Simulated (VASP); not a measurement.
Input of a VASP 6.6.1 run:

File INCAR:

```
SYSTEM = Li3ClO
PREC     = Accurate       ! precision mode
ENCUT    = 520            ! plane-wave cutoff, eV
EDIFF    = 1E-6           ! SCF threshold, eV
ISMEAR   = -1             ! smearing method
SIGMA    = 0.01           ! smearing width, eV
LREAL    = .FALSE.        ! projectors in reciprocal space
LASPH    = .TRUE.         ! aspherical terms in the spheres
NELM     = 80             ! most SCF steps
ALGO     = Normal         ! electronic algorithm
ISIF     = 2              ! what is computed and relaxed
LWAVE    = .FALSE.        ! write WAVECAR
LCHARG   = .FALSE.        ! write CHGCAR
GGA      = CA             ! functional
NBANDS   = 19             ! bands
```

The input KPOINTS:

```
Automatic mesh
0
G
  6 6 6
  0 0 0
```

POSCAR

```
Li3ClO
1.0
    3.9083370000      0.0000000000      0.0000000000
    0.0000000000      3.9083370000      0.0000000000
    0.0000000000      0.0000000000      3.9083370000
Li Cl O
3 1 1
Direct
    0.0000000000      0.5000000000      0.5000000000
    0.5000000000      0.0000000000      0.5000000000
    0.5000000000      0.5000000000      0.0000000000
    0.0000000000      0.0000000000      0.0000000000
    0.5000000000      0.5000000000      0.5000000000
```

Potentials or basis: VASP PAW LDA potentials, release 64 (Li_sv, Cl, O).

Launch:

```bash
$ cat potpaw_LDA.64/Li_sv/POTCAR potpaw_LDA.64/Cl/POTCAR potpaw_LDA.64/O/POTCAR > POTCAR
$ mpirun -np 1 vasp_std > vasp.out
```

Question: Estimate the band gap on the k mesh.

Answer: 4.59 eV, indirect (least direct gap 4.61 eV).

 Expect the measured gap to be larger: semilocal functionals such as LDA lack the derivative discontinuity.
